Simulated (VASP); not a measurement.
## Si2W (nc): single point with PBE

Crystal: Si2W (nc).

```
CELL_PARAMETERS angstrom
-1.61473 1.61473 3.93371
1.61473 -1.61473 3.93371
1.61473 1.61473 -3.93371
ATOMIC_POSITIONS crystal
Si 0.33455 0.33455 0.00000
Si 0.66545 0.66545 0.00000
W 0.00000 0.00000 0.00000
```

* Program: VASP 6.6.1
* Task: single point
* Functional: PBE
* Potentials or basis: VASP PAW PBE potentials, release 64 (Si, W_sv)
* Cutoff: 500 eV
* k mesh: 18 × 18 × 18
* Occupations: gaussian, width 0.1 eV
* Spin: no spin polarisation
* Dipole correction: no
* Further INCAR settings: ALGO = Normal; EDIFF = 1e-06; NBANDS = 18

| Quantity | Value |
| --- | --- |
| Pressure | 0.0 GPa |
| Band gap on the k mesh | zero (band 11 reaches 12.48 eV, above the bottom of band 12 at 11.24 eV) |

Levels at points of the mesh, in eV from the Fermi level:
| k point | band 7 | band 8 | band 9 | band 10 | band 11 | band 12 | band 13 | band 14 | band 15 | band 16 |
| --- | --- | --- | --- | --- | --- | --- | --- | --- | --- | --- |
| (0.00, 0.00, 0.00) | -3.76 | -3.25 | -2.81 | -2.81 | 0.60 | 2.65 | 2.98 | 3.03 | 3.03 | 4.55 |
| (0.50, 0.00, 0.00) | -5.68 | -4.81 | -2.75 | -2.71 | -0.42 | 2.65 | 2.75 | 3.90 | 4.31 | 5.07 |
| (0.50, 0.50, 0.00) | -5.94 | -5.51 | -4.96 | -3.19 | -1.76 | 2.73 | 2.91 | 3.06 | 3.85 | 4.31 |
| (0.50, 0.50, 0.50) | -3.76 | -2.54 | -0.85 | -0.85 | -0.49 | -0.49 | 0.78 | 4.44 | 4.72 | 6.14 |

It took 19 min on 1 thread of AMD EPYC 7R13, on a shared host, peak memory 0.42 GiB.

Caveat: spin-orbit coupling is left out, which moves the levels of the heavy elements.
